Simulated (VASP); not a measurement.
Wanted: the native input for a VASP 6.6.1 run.

- Task: single point
- Functional: LDA
- Potentials or basis: VASP PAW LDA potentials, release 64 (Sr_sv, Ir)
- Cutoff: 520 eV
- k mesh: 7 × 7 × 7
- Occupations: fermi-dirac, width 0.1 eV
- Spin: no spin polarisation
- Dipole correction: no
- Further INCAR settings: ALGO = Normal; EDIFF = 1e-07; NBANDS = 22

The structure of Sr2Ir lies in POSCAR:

```
Sr2Ir
1.0
    0.0000000000      3.5384883703      3.5384883703
    3.5384883703      0.0000000000      3.5384883703
    3.5384883703      3.5384883703      0.0000000000
Sr Ir
2 1
Direct
    0.7500000000      0.7500000000      0.7500000000
    0.2500000000      0.2500000000      0.2500000000
    0.0000000000      0.0000000000      0.0000000000
```

One way to write it, as run:

INCAR

```
SYSTEM = Sr2Ir
PREC     = Accurate       ! precision mode
ENCUT    = 520            ! plane-wave cutoff, eV
EDIFF    = 1E-7           ! SCF threshold, eV
ISMEAR   = -1             ! smearing method
SIGMA    = 0.1            ! smearing width, eV
LREAL    = .FALSE.        ! projectors in reciprocal space
LASPH    = .TRUE.         ! aspherical terms in the spheres
NELM     = 60             ! most SCF steps
ALGO     = Normal         ! electronic algorithm
ISIF     = 2              ! what is computed and relaxed
LWAVE    = .FALSE.        ! write WAVECAR
LCHARG   = .FALSE.        ! write CHGCAR
GGA      = CA             ! functional
NBANDS   = 22             ! bands
```

KPOINTS

```
Automatic mesh
0
G
  7 7 7
  0 0 0
```

Potentials or basis: VASP PAW LDA potentials, release 64 (Sr_sv, Ir).

Run with:

```console
$ cat potpaw_LDA.64/Sr_sv/POTCAR potpaw_LDA.64/Ir/POTCAR > POTCAR
$ mpirun -np 1 vasp_std > vasp.out
```

It gave:

```
Pressure : -0.6 GPa
```

Wall time 42 s on 1 thread of AMD EPYC 7R13 Processor (Zen 3), on a shared host, peak memory 0.17 GiB.
